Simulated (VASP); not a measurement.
Set up this calculation in VASP 6.6.1, as the native input.

```
Task                   : single point
Functional             : PBEsol
Potentials or basis    : VASP PAW PBE potentials, release 64 (Ga_d, As)
Cutoff                 : 500 eV
k mesh                 : 6 × 6 × 6
Occupations            : gaussian, width 0.05 eV
Spin                   : no spin polarisation
Dipole correction      : no
Further INCAR settings : ALGO = Normal; EDIFF = 1e-06; NBANDS = 16
```

The structure of GaAs lies in POSCAR:

```
GaAs
1.0
    3.1765811811      0.0000000000      0.0000000000
    0.0000000000      3.1765811811      0.0000000000
    0.0000000000      0.0000000000      3.1765811811
Ga As
1 1
Direct
    0.0000000000      0.0000000000      0.0000000000
    0.5000000000      0.5000000000      0.5000000000
```

One way to write it, as run:

INCAR

```
PREC = Accurate ; ENCUT = 500
EDIFF = 1E-6 ; ISMEAR = 0
SIGMA = 0.05 ; LREAL = F
LASPH = T ; NELM = 120
ALGO = Normal ; ISIF = 2
LWAVE = F ; LCHARG = F
GGA = PS ; NBANDS = 16
GGA_COMPAT = F
```

KPOINTS

```
regular mesh
0
Gamma
  6 6 6
```

Potentials or basis: VASP PAW PBE potentials, release 64 (Ga_d, As).

Run with:

```bash
$ cat potpaw_PBE.64/Ga_d/POTCAR potpaw_PBE.64/As/POTCAR > POTCAR
$ mpirun -np 1 vasp_std > vasp.out
```

Results of the run:

* Pressure: 11.4 GPa
* Band gap on the k mesh: zero (band 9 reaches 9.24 eV, above the bottom of band 10 at 5.64 eV)

Caveat: the PAW data sets were made with another functional, which shifts forces and pressure a little.

Run time: 5.9 s on 1 thread of Intel Xeon 6975P-C, with other jobs on the host, peak memory 0.14 GiB.
